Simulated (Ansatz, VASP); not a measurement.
## HfTiH6 in VASP and in Ansatz

```
CELL_PARAMETERS angstrom
2.62914 1.51793 2.26514
-2.62914 1.51793 2.26514
0.00000 -3.03587 2.26514
ATOMIC_POSITIONS crystal
Hf 0.00000 0.00000 0.00000
Ti 0.50000 0.50000 0.50000
H 0.35703 0.35703 0.98432
H 0.98432 0.35703 0.35703
H 0.35703 0.98432 0.35703
H 0.01568 0.64297 0.64297
H 0.64297 0.64297 0.01568
H 0.64297 0.01568 0.64297
```

Alike in both runs: functional PBE; k mesh 12 × 12 × 12; occupations gaussian, width 0.1 eV; no spin polarisation.

Ansatz relaxed the structure, and its values are those at the end. VASP's run is a single point on that final structure, the one shown.

```csv
,VASP,Ansatz
version,VASP 6.6.1,Ansatz 0.2.0
potentials or method,"VASP PAW PBE potentials, release 64 (Hf_pv, Ti_sv, H), cutoff 520 eV","scalar-relativistic, plane waves, PAW"
valence electrons in the cell,28,44
```

VASP gave:

```
gap on the k mesh at the Fermi level (eV) : none
pressure (GPa)                            : -0.5
```

Q: Which values does Ansatz return?

A: gap on the k mesh at the Fermi level (eV): none; pressure (GPa): 0.0.

A gap of «none» marks a metal or a gap that the smearing closes. The functional is the same, so the differences come from potentials, cutoffs and numerics. VASP's potentials hold 28 valence electrons a cell and Ansatz's 44, so a difference there can come from the potentials and not from the codes.

Neither program's run includes spin-orbit coupling.
